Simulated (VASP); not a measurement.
A run of VASP 6.6.1:

Contents of POSCAR:

```
SiO2
1.0
   -2.6572070660      3.3196508485      4.0044864065
    2.6572070660     -3.3196508485      4.0044864065
    2.6572070660      3.3196508485     -4.0044864065
Si O
4 8
Direct
    0.8334521923      0.8071225851      0.0263296071
    0.7192070220      0.1928774149      0.5263296071
    0.1665478077      0.1928774149      0.9736703929
    0.2807929780      0.8071225851      0.4736703929
   -0.0161601213      0.7338398787      0.2500000000
    1.0161601213      0.2661601213      0.7500000000
    0.6712123407      0.5000000000      0.6712123407
    0.3287876593      0.0000000000      0.8287876593
    0.3287876593      0.5000000000      0.3287876593
    0.6712123407      0.0000000000      0.1712123407
    0.0000000000      0.0000000000      0.0000000000
    0.5000000000      0.0000000000      0.5000000000
```

INCAR.step1

```
PREC     = Accurate       # precision mode
ENCUT    = 520            # plane-wave cutoff, eV
ISMEAR   = 0              # smearing method
SIGMA    = 0.02           # smearing width, eV
LREAL    = False          # projectors in reciprocal space
LASPH    = True           # aspherical terms in the spheres
NELM     = 100            # most SCF steps
NBANDS   = 44             # bands
GGA      = PE             # functional
ALGO     = Normal         # electronic algorithm
EDIFF    = 1E-4           # SCF threshold, eV
LWAVE    = True           # write WAVECAR
LCHARG   = False          # write CHGCAR
```

Contents of INCAR.step2:

```
PREC     = Accurate       # precision mode
ENCUT    = 520            # plane-wave cutoff, eV
EDIFF    = 1E-7           # SCF threshold, eV
ISMEAR   = 0              # smearing method
SIGMA    = 0.02           # smearing width, eV
LREAL    = False          # projectors in reciprocal space
LASPH    = True           # aspherical terms in the spheres
NELM     = 100            # most SCF steps
ALGO     = Normal         # electronic algorithm
ISIF     = 2              # what is computed and relaxed
LWAVE    = False          # write WAVECAR
LCHARG   = False          # write CHGCAR
METAGGA  = R2SCAN         # meta-GGA
LMIXTAU  = True         
NBANDS   = 44             # bands
ISTART   = 1
```

File KPOINTS:

```
regular mesh
0
Gamma
  6 6 6
```

Potentials or basis: VASP PAW PBE potentials, release 64 (Si, O).

Run with:

```console
$ cat potpaw_PBE.64/Si/POTCAR potpaw_PBE.64/O/POTCAR > POTCAR
$ cp INCAR.step1 INCAR
$ mpirun -np 1 vasp_std > vasp.out
$ cp INCAR.step2 INCAR
$ mpirun -np 1 vasp_std > vasp.out
```

Hardware: 1 thread of Intel(R) Xeon(R) 6975P-C (Granite Rapids), on a shared host.

Question: Estimate the wall time of this run.

Answer: Wall time 12 min on 1 thread of Intel(R) Xeon(R) 6975P-C (Granite Rapids), on a shared host, peak memory 0.47 GiB. Counts: k points 46.
